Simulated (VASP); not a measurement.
BaTiO3 (Barioperovskite):

```
CELL_PARAMETERS angstrom
3.90414 0.00000 0.00000
0.00000 2.77899 2.78707
0.00000 -2.77899 2.78707
ATOMIC_POSITIONS crystal
Ba 0.00000 0.00000 0.00000
Ti 0.50000 0.51240 0.51240
O 0.50000 0.99184 0.50524
O 0.50000 0.50524 0.99184
O 0.00000 0.48740 0.48740
```

This cell differs from its parent crystal: volume scaled by 0.94.

Base run:

* Program: VASP 6.6.1
* Functional: PBEsol
* Potentials or basis: VASP PAW PBE potentials, release 64 (Ba_sv, Ti_sv, O)
* Cutoff: 520 eV
* k mesh: 7 × 7 × 7
* Occupations: fermi-dirac, width 0.05 eV
* Spin: no spin polarisation

Its results: band gap on the k mesh 2.00 eV, indirect (least direct gap 2.06 eV); pressure 9.8 GPa; largest force 0.251 eV/Å.

Question: The run is repeated on the same cell with these changes: functional from PBEsol to LDA; potentials or basis from VASP PAW PBE potentials, release 64 (Ba_sv, Ti_sv, O) to VASP PAW LDA potentials, release 64 (Ba_sv, Ti_sv, O). What comes out?

Answer: Band gap on the k mesh 1.96 eV, indirect (least direct gap 2.02 eV); pressure 5.0 GPa; largest force 0.234 eV/Å.

Caveats: spin-orbit coupling is left out, which moves the levels of the heavy elements; the PAW data sets were made with another functional, which shifts forces and pressure a little (some runs).

A k mesh can miss the band edges.
